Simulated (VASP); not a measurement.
A run of VASP 6.6.1:

File INCAR:

```
SYSTEM = KI
ALGO = Normal ; EDIFF = 1E-7
ENCUT = 520 ; GGA = PE
ISIF = 2 ; ISMEAR = 0
LASPH = .True. ; LCHARG = .True.
LELF = .True. ; LREAL = .False.
LVHAR = .True. ; LWAVE = .False.
NBANDS = 42 ; NELM = 100
PREC = Accurate ; SIGMA = 0.02
```

File KPOINTS:

```
k-points
0
Gamma
  4 4 4
  0 0 0
```

File POSCAR:

```
KI
1.0
    7.1817204009      0.0000000000      0.0000000000
    0.0000000000      7.1817204009      0.0000000000
    0.0000000000      0.0000000000      7.1817204009
K I
4 4
Direct
    0.2499912512      0.2499912512      0.2499912512
    0.2500087488      0.7500087488      0.7499912512
    0.7499912512      0.2500087488      0.7500087488
    0.7500087488      0.7499912512      0.2500087488
    0.7493040811      0.7493040811      0.7493040811
    0.7506959189      0.2506959189      0.2493040811
    0.2493040811      0.7506959189      0.2506959189
    0.2506959189      0.2493040811      0.7506959189
```

Potentials or basis: VASP PAW PBE potentials, release 64 (K_sv, I).

Run with:

```bash
$ cat potpaw_PBE.64/K_sv/POTCAR potpaw_PBE.64/I/POTCAR > POTCAR
$ mpirun -np 1 vasp_std > vasp.out
```

Hardware: 1 thread of Intel(R) Xeon(R) Platinum 8259CL CPU @ 2.50GHz (Skylake/Cascade Lake), on a shared host.

Estimate the wall time of this run.

It took 3.9 min on 1 thread of Intel(R) Xeon(R) Platinum 8259CL CPU @ 2.50GHz (Skylake/Cascade Lake) (shared host), peak memory 0.46 GiB. Counts: scf iterations 17, k points 11.
